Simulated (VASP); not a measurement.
Wanted: the native input for a VASP 6.6.1 run.

- Task: relaxation of cell and atoms
- Functional: LDA
- Potentials or basis: VASP PAW LDA potentials, release 64 (Cd, Se)
- Cutoff: 600 eV
- k mesh: 6 × 6 × 4
- Occupations: fermi-dirac, width 0.02 eV
- Spin: no spin polarisation
- Dipole correction: no
- Further INCAR settings: ALGO = Normal; EDIFF = 1e-06; IBRION = 2; EDIFFG = -0.005; NSW = 80; ISIF = 3

The structure of CdSe (Cadmoselite) lies in POSCAR:

```
CdSe
1.0
    4.3833795238      0.0000000000      0.0000000000
   -2.1916897619      3.7961180221      0.0000000000
    0.0000000000      0.0000000000      7.1535456943
Cd Se
2 2
Direct
    0.3333333333      0.6666666667      0.0045810804
    0.6666666667      0.3333333333      0.5045810804
    0.3333333333      0.6666666667      0.3804189196
    0.6666666667      0.3333333333      0.8804189196
```

The input as run:

INCAR

```
PREC = Accurate
ENCUT = 600
EDIFF = 1E-6
ISMEAR = -1
SIGMA = 0.02
LREAL = False
LASPH = True
NELM = 80
ALGO = Normal
ISIF = 3
LWAVE = False
LCHARG = False
GGA = CA
IBRION = 2
NSW = 80
EDIFFG = -0.005
```

KPOINTS

```
Automatic mesh
0
Gamma
  6 6 4
```

Potentials or basis: VASP PAW LDA potentials, release 64 (Cd, Se).

Run with:

```sh
$ cat potpaw_LDA.64/Cd/POTCAR potpaw_LDA.64/Se/POTCAR > POTCAR
$ mpirun -np 1 vasp_std > vasp.out
```

It gave:

```
Relaxed volume                         : 27.32 Å³/atom
Relaxed cell                           : a = 4.261 Å, b = 4.261 Å, c = 6.952 Å, α = 90.00°, β = 90.00°, γ = 120.00°
Space group after relaxing (to 0.05 Å) : P6_3mc (No. 186)
Energy gained by relaxing              : 33.2 meV/atom
Ionic steps                            : 10
Pressure after relaxing                : 0.0 GPa
Band gap on the k mesh                 : 0.48 eV, direct
```

Run time: 5.2 min on 1 thread of Intel(R) Xeon(R) Platinum 8259CL CPU @ 2.50GHz (Skylake/Cascade Lake), on a shared host, peak memory 0.26 GiB.
